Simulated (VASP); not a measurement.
TiN, 2 atoms in the cell. It takes space group Fm-3m (No. 225, cubic). Conventional cell: a = 4.028 Å, b = 4.028 Å, c = 4.028 Å, α = 90.00°, β = 90.00°, γ = 90.00°. Within 2.7 Å of Ti (site symmetry m-3m) lie 6 N at 2.01 Å. N (site symmetry m-3m) has 6 Ti at 2.01 Å within 2.7 Å. 

* Program: VASP 6.6.1
* Task: single point
* Functional: PBEsol
* Potentials or basis: VASP PAW PBE potentials, release 64 (Ti_sv, N)
* Cutoff: 520 eV
* k mesh: 20 × 20 × 20
* Occupations: gaussian, width 0.15 eV
* Spin: collinear spin
* Starting moments: [0.125, 0.0] μB
* Fixed moment: 0.125 μB
* Dipole correction: no
* Further INCAR settings: ALGO = Normal; EDIFF = 1e-06; NBANDS = 20

Potentials or basis: VASP PAW PBE potentials, release 64 (Ti_sv, N).

Run with:

```bash
$ cat potpaw_PBE.64/Ti_sv/POTCAR potpaw_PBE.64/N/POTCAR > POTCAR
$ mpirun -np 1 vasp_std > vasp.out
```

Hardware: 1 thread of Intel Xeon 8259CL, with other jobs on the host.

Estimate the wall time of this run.

Wall time 2.6 min on 1 thread of Intel Xeon 8259CL, on a shared host, peak memory 0.25 GiB. Counts: scf iterations 14, k points 256.
